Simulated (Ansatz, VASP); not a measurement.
One calculation of Pt, two programs

```
CELL_PARAMETERS angstrom
1.85295 1.06980 3.02903
-1.85295 1.06980 3.02903
0.00000 -2.13961 3.02903
ATOMIC_POSITIONS crystal
Pt 0.25000 0.25000 0.25000
Pt 0.75000 0.75000 0.75000
```

Alike in both runs: functional PBE; k mesh 6 × 6 × 6; occupations gaussian, width 0.1 eV; no spin polarisation.

Ansatz relaxed the structure, and its values are those at the end. VASP's run is a single point on that final structure, the one shown.

|  | VASP | Ansatz |
| --- | --- | --- |
| version | VASP 6.6.1 | Ansatz 0.2.0 |
| potentials or method | VASP PAW PBE potentials, release 64 (Pt), cutoff 500 eV | scalar-relativistic, plane waves, PAW |
| valence electrons in the cell | 20 | 36 |

Ansatz gave:

- gap on the k mesh at the Fermi level (eV): none
- pressure (GPa): 0.0

Task: What did VASP give for the same quantities?

Result: gap on the k mesh at the Fermi level (eV): none; pressure (GPa): -0.4.

A gap of «none» marks a metal or a gap that the smearing closes. VASP's potentials hold 20 valence electrons a cell and Ansatz's 36, so a difference there can come from the potentials and not from the codes.

Spin-orbit coupling is off throughout.
